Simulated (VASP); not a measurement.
A run of VASP 6.6.1 is set up as follows.

Contents of INCAR:

```
SYSTEM = Sr2OsBrO3
PREC     = Accurate       ! precision mode
ENCUT    = 520            ! plane-wave cutoff, eV
EDIFF    = 1E-7           ! SCF threshold, eV
ISMEAR   = -1             ! smearing method
SIGMA    = 0.1            ! smearing width, eV
LREAL    = .False.        ! projectors in reciprocal space
LASPH    = .True.         ! aspherical terms in the spheres
NELM     = 100            ! most SCF steps
ALGO     = Normal         ! electronic algorithm
ISIF     = 2              ! what is computed and relaxed
LWAVE    = .False.        ! write WAVECAR
LCHARG   = .True.         ! write CHGCAR
GGA      = PS             ! functional
LELF     = .True.         ! ELF
LVHAR    = .True.       
NBANDS   = 66             ! bands
```

KPOINTS

```
Automatic mesh
0
Gamma
  9 9 3
  0 0 0
```

Contents of POSCAR:

```
Sr2OsBrO3
1.0
    3.9707637400      0.0000000000      0.0000000000
    0.0000000000      3.9707637400      0.0000000000
    0.0000000000      0.0000000000     15.3060339300
O Br Os Sr
6 2 2 4
Direct
    0.7500000000      0.2500000000      0.2177100000
    0.2500000000      0.7500000000      0.2177100000
    0.2500000000      0.7500000000      0.7822900000
    0.7500000000      0.2500000000      0.7822900000
    0.7500000000      0.7500000000      0.0707000000
    0.2500000000      0.2500000000      0.9293000000
    0.7500000000      0.7500000000      0.4158000000
    0.2500000000      0.2500000000      0.5842000000
    0.7500000000      0.7500000000      0.1956600000
    0.2500000000      0.2500000000      0.8043400000
    0.2500000000      0.2500000000      0.3252000000
    0.7500000000      0.7500000000      0.6748000000
    0.2500000000      0.2500000000      0.0910000000
    0.7500000000      0.7500000000      0.9090000000
```

Potentials or basis: VASP PAW PBE potentials, release 64 (O, Br, Os, Sr_sv).

Launch:

```sh
$ cat potpaw_PBE.64/O/POTCAR potpaw_PBE.64/Br/POTCAR potpaw_PBE.64/Os/POTCAR potpaw_PBE.64/Sr_sv/POTCAR > POTCAR
$ mpirun -np 1 vasp_std > vasp.out
```

Predict the pressure.

1.2 GPa.

Predict the largest force.

3.804 eV/Å.

Estimate the band gap on the k mesh.

zero (bands 53 and 54 overlap by 0.95 eV).

Forces on the atoms (eV/Å):
```
O    0.000  0.000 -0.491
O    0.000  0.000 -0.491
O    0.000  0.000  0.491
O    0.000  0.000  0.491
O    0.000  0.000 -2.687
O    0.000  0.000  2.687
Br   0.000  0.000 -0.136
Br   0.000  0.000  0.136
Os   0.000  0.000  3.804
Os   0.000  0.000 -3.804
Sr   0.000  0.000 -0.390
Sr   0.000  0.000  0.390
Sr   0.000  0.000 -0.328
Sr   0.000  0.000  0.328
```

Caveat: the PAW data sets were made with another functional, which shifts forces and pressure a little; spin-orbit coupling is left out, which moves the levels of the heavy elements.
